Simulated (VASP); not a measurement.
The system is C.

```
C
1.0
     1.74281    0.00000    0.00000
     0.00000    1.74281    0.00000
     0.00000    0.00000    1.74281
C
1
Direct
  0.00000 0.00000 0.00000
```

| Quantity | Value |
| --- | --- |
| Program | VASP 6.6.1 |
| Task | relaxation of cell and atoms |
| Functional | PBEsol |
| Potentials or basis | VASP PAW PBE potentials, release 64 (C) |
| Cutoff | 600 eV |
| k mesh | 32 × 32 × 32 |
| Occupations | gaussian, width 0.1 eV |
| Spin | no spin polarisation |

At the start: pressure 11.9 GPa; volume 5.29 Å³/atom.

Q: How do energy, volume and symmetry change on relaxing?

A: Over 3 steps the energy falls by 6.0 meV/atom and the volume is 5.46 Å³/atom (+3.1 %); space group Pm-3m (No. 221, to 0.05 Å).

The path:
| step | energy change (eV) | largest force (eV/Å) | pressure (GPa) | volume (Å³) |
| --- | --- | --- | --- | --- |
| 1 | 0.0000 | 0.0000 | 11.90 | 5.29 |
| 2 | -0.0020 | 0.0000 | -9.05 | 5.60 |
| 3 | -0.0060 | 0.0000 | -0.03 | 5.46 |

Final structure:
```yaml
crystal:
  lattice:
    - [1.76086, 0.00000, 0.00000]
    - [0.00000, 1.76086, 0.00000]
    - [0.00000, 0.00000, 1.76086]
  atoms:
    - { symbol: C, position: [0.00000, 0.00000, 0.00000] }
```

Caveat: the PAW data sets were made with another functional, which shifts forces and pressure a little.
